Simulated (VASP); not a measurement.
Wanted: the native input for a VASP 6.6.1 run.

```yaml
Task: single point
Functional: LDA
Potentials_or_basis: VASP PAW LDA potentials, release 64 (Si, Ti_sv)
Cutoff: 520 eV
k_mesh: 2 × 2 × 2
Occupations: fermi-dirac, width 0.05 eV
Spin: no spin polarisation
Dipole_correction: no
Further_INCAR_settings: LREAL = Auto; ALGO = Normal; EDIFF = 1e-07; NBANDS = 52
```

The structure of TiSi16 (a cell with a defect) lies in POSCAR:

```
TiSi16
1.0
    0.0000000000      5.4300000000      5.4300000000
    5.4300000000      0.0000000000      5.4300000000
    5.4300000000      5.4300000000      0.0000000000
Si Ti
16 1
Direct
   -0.0195764273     -0.0045672192      0.0182872928
    0.1617679558      0.0904235727      0.1227808471
    0.0044843462      0.0290515654      0.4884254144
    0.0721731123      0.1433517495      0.6603867403
    0.0389134438      0.4759116022     -0.0337384899
    0.1383977901      0.6390607735      0.1062062615
   -0.0353222836      0.5186003683      0.4988766114
    0.0981583794      0.6637753223      0.6142909761
    0.5473572744     -0.0310036832     -0.0112430939
    0.6257458564      0.0831491713      0.1604051565
    0.4358747698     -0.0074585635      0.5513996317
    0.6220534070      0.1401565378      0.5894751381
    0.5494198895      0.4614088398      0.0069889503
    0.6642357274      0.6288766114      0.1126335175
    0.5183701657      0.4970810313      0.4949447514
    0.6193186004      0.6255432781      0.6422283610
    0.3555801105      0.4054696133      0.3588950276
```

These files were run (other wordings do the same):

INCAR

```
SYSTEM = TiSi16
  ALGO = Normal
  EDIFF = 1E-7
  ENCUT = 520
  GGA = CA
  ISIF = 2
  ISMEAR = -1
  LASPH = .True.
  LCHARG = .False.
  LREAL = Auto
  LWAVE = .False.
  NBANDS = 52
  NELM = 80
  PREC = Accurate
  SIGMA = 0.05
```

KPOINTS

```
k-points
0
Gamma
  2 2 2
  0 0 0
```

Potentials or basis: VASP PAW LDA potentials, release 64 (Si, Ti_sv).

The run is started by

```bash
$ cat potpaw_LDA.64/Si/POTCAR potpaw_LDA.64/Ti_sv/POTCAR > POTCAR
$ mpirun -np 1 vasp_std > vasp.out
```

Results of the run:

- Pressure: 0.6 GPa
- Largest force: 3.323 eV/Å
- Band gap on the k mesh: zero (band 38 reaches 6.91 eV, above the bottom of band 39 at 6.45 eV)

Caveat: the k points lie up to 0.50 Å⁻¹ apart.

Wall time 5.2 min on 1 thread of AMD EPYC 7R43 64-Core Processor (Zen 3) (shared host), peak memory 0.34 GiB.
